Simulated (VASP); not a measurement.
Runs of VASP 6.6.1 on MgH2. The structure is that of space group Fm-3m (No. 225), or close to it. The cells are those of the table. 

```tsv
task	level	cell	k mesh	cutoff (eV)	gap on the mesh (eV)	pressure (GPa)
single point	PBE	a = 3.345 Å, angles 60.0°, 3 atoms	10 × 10 × 10	520	none	0.7
single point	r2SCAN	a = 3.345 Å, angles 60.0°, 3 atoms	10 × 10 × 10	520	none	-0.8
relaxation of cell and atoms	r2SCAN	relaxed from a = 3.365 Å, angles 60.0°, 3 atoms	8 × 8 × 8	600	none	0.0
single point	r2SCAN	a = 3.345 Å, angles 60.0°, 3 atoms	8 × 8 × 8	520	none	(a)
```

Alike in all rows: potentials or basis VASP PAW PBE potentials, release 64 (Mg, H); no spin polarisation; smearing fermi-dirac 0.02 eV.

Question: Estimate the missing entries.

Answer: (a) -0.6.

Caveats: the structure was generated, so it needn't be the stable form of MgH2; the PAW data sets were made with another functional, which shifts forces and pressure a little (at least some runs).

A gap of «none» marks levels without a gap at the run's occupations.
